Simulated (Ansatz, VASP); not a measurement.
# Two plane-wave programs on SiC

Contents of INCAR:

```
PREC     = Accurate       # precision mode
ENCUT    = 520            # plane-wave cutoff, eV
EDIFF    = 1E-6           # SCF threshold, eV
ISMEAR   = -1             # smearing method
SIGMA    = 0.02           # smearing width, eV
LREAL    = False          # projectors in reciprocal space
LASPH    = True           # aspherical terms in the spheres
NELM     = 60             # most SCF steps
ALGO     = Normal         # electronic algorithm
ISIF     = 2              # what is computed and relaxed
LWAVE    = False          # write WAVECAR
LCHARG   = False          # write CHGCAR
GGA      = PE             # functional
NBANDS   = 16             # bands
```

Contents of KPOINTS:

```
Automatic mesh
0
Gamma
  12 12 6
```

File POSCAR:

```
SiC
1.0
    3.0753564100      0.0000000000      0.0000000000
   -1.5376782050      2.6633367767      0.0000000000
    0.0000000000      0.0000000000      5.0481087359
Si C
2 2
Direct
    0.3333333333      0.6666666667      0.4995917744
    0.6666666667      0.3333333333      0.9995917744
    0.3333333333      0.6666666667      0.8754082256
    0.6666666667      0.3333333333      0.3754082256
```

Input for Ansatz:

```yaml
crystal:
  lattice:
    - [3.07535641, 0.0, 0.0]
    - [-1.537678205, 2.6633367767, 0.0]
    - [0.0, 0.0, 5.0481087359]
  atoms:
    - { symbol: Si, position: [0.3333333333, 0.6666666667, 0.4995917744] }
    - { symbol: Si, position: [0.6666666667, 0.3333333333, 0.9995917744] }
    - { symbol: C, position: [0.3333333333, 0.6666666667, 0.8754082256] }
    - { symbol: C, position: [0.6666666667, 0.3333333333, 0.3754082256] }
kpoints:
  mp_grid: { grid: [12, 12, 6] }
  band_path:
    path:
      - [0.0, 0.0, 0.0]
      - [0.5, 0.0, 0.0]
      - [0.3333333333, 0.3333333333, 0.0]
      - [0.0, 0.0, 0.5]
      - [0.5, 0.0, 0.5]
      - [0.3333333333, 0.3333333333, 0.5]
    npoints: 1
hamiltonian:
  xc: pbe
scf:
  occupations: { method: fermi_dirac, width: 0.02 }
  n_extra_bands: 5
output:
  forces: true
  stress: true
  eigenvalues: true
```

Alike in both runs: task single point; functional PBE; k mesh 12 × 12 × 6; occupations fermi-dirac, width 0.02 eV; no spin polarisation.

```csv
,VASP,Ansatz
version,VASP 6.6.1,Ansatz 0.2.0
potentials or method,"VASP PAW PBE potentials, release 64 (Si, C)","plane waves, PAW"
plane-wave cutoff (eV),520,420
valence electrons in the cell,16,16
```

VASP gave:

```
gap on the k mesh at the Fermi level (eV)                     : 2.27
pressure (GPa)                                                : 3.5
traceless stress, the component that is largest in VASP (GPa) : -0.12
```

Problem. Which values does Ansatz return?

Solution. gap on the k mesh at the Fermi level (eV): 2.28; pressure (GPa): 3.5; traceless stress, the component that is largest in VASP (GPa): -0.13.
